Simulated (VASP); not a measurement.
Runs of VASP 6.6.1 on Al. The structure is that of space group Im-3m (No. 229), or close to it. The cells are those of the table. This isn't the form of Al at room conditions, which is fcc.

```tsv
task	level	cell	k mesh	cutoff (eV)	smearing	share of exact exchange	screening parameter	gap on the mesh (eV)	pressure (GPa)	relaxed volume (Å³/atom)
relaxation of cell and atoms	PBEsol-based global hybrid with 25 % exact exchange	relaxed from a = 2.756 Å, angles 109.5°, 1 atom	6 × 6 × 6	600	fermi-dirac 0.05 eV	0.25	-	none	0.0	16.56
single point	HSE06+D3(BJ)	a = 2.792 Å, angles 109.5°, 1 atom	8 × 8 × 8	520	methfessel-paxton 0.1 eV	0.25	0.2079 1/Å	none	(a)	-
single point	HSE06+D3(BJ)	a = 2.810 Å, angles 109.5°, 1 atom	8 × 8 × 8	520	methfessel-paxton 0.1 eV	0.25	0.2079 1/Å	none	(c)	-
single point	PBE-based screened hybrid with 25 % exact exchange	a = 2.812 Å, angles 109.5°, 1 atom	8 × 8 × 8	520	fermi-dirac 0.025 eV	0.25	0.3 1/Å	none	-0.7	-
single point	B3LYP	a = 2.833 Å, angles 109.5°, 1 atom	6 × 6 × 6	520	fermi-dirac 0.05 eV	0.2	-	none	0.1	-
single point	HSE06	a = 2.810 Å, angles 109.5°, 1 atom	8 × 8 × 8	520	fermi-dirac 0.05 eV	0.25	0.2079 1/Å	none	-0.8	-
relaxation of cell and atoms	HSE06	relaxed from a = 2.756 Å, angles 109.5°, 1 atom	6 × 6 × 6	600	fermi-dirac 0.05 eV	0.25	0.2079 1/Å	none	0.0	16.83
single point	HSE06+D3(BJ)	a = 2.774 Å, angles 109.5°, 1 atom	8 × 8 × 8	520	methfessel-paxton 0.1 eV	0.25	0.2079 1/Å	none	(b)	-
```

Alike in all rows: potentials or basis VASP PAW PBE potentials, release 64 (Al); no spin polarisation.

Problem. Fill in the values left out.

Solution. (a) -3.5; (b) -2.2; (c) -4.7.

Caveats: some runs use coarse meshes; the PAW data sets were made with another functional, which shifts forces and pressure a little; three body term missing (at least some runs); the cell stands under tension (at least some runs).

A gap of «none» marks levels without a gap at the run's occupations.
